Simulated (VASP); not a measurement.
## Cd: single point with LDA

The system is Cd, a slab with vacuum.

```
CELL_PARAMETERS angstrom
2.92585 0.00000 0.00000
-1.46293 2.53386 0.00000
0.00000 0.00000 18.68120
ATOMIC_POSITIONS crystal
Cd 0.83333 0.16667 0.42887
Cd 0.16667 0.83333 0.57113
```

```json
{"Program": "VASP 6.6.1", "Task": "single point", "Functional": "LDA", "Potentials or basis": "VASP PAW LDA potentials, release 64 (Cd)", "Cutoff": "520 eV", "k mesh": "13 × 13 × 1", "Occupations": "fermi-dirac, width 0.08 eV", "Spin": "no spin polarisation", "Dipole correction": "yes", "Further INCAR settings": "ALGO = Normal; EDIFF = 1e-07; NBANDS = 19"}
```

```yaml
Largest_force: 0.028 eV/Å
Band_gap_on_the_k_mesh: zero (bands 12 and 13 overlap by 2.96 eV)
```

Forces in eV/Å, atoms in the order of the input:
```
Cd   0.000  0.000 -0.028
Cd   0.000  0.000  0.028
```

Levels at points of the mesh, in eV from the Fermi level:
```
           k point  band 8  band 9  band 10  band 11  band 12  band 13  band 14  band 15  band 16  band 17
(0.00, 0.00, 0.00)   -8.47   -8.29    -8.29    -8.24    -5.12    -1.38     2.78     3.99     5.12     5.20
```

It took 87 s on 1 thread of AMD EPYC 7R43 64-Core Processor (Zen 3), with other jobs on the host, peak memory 0.19 GiB.
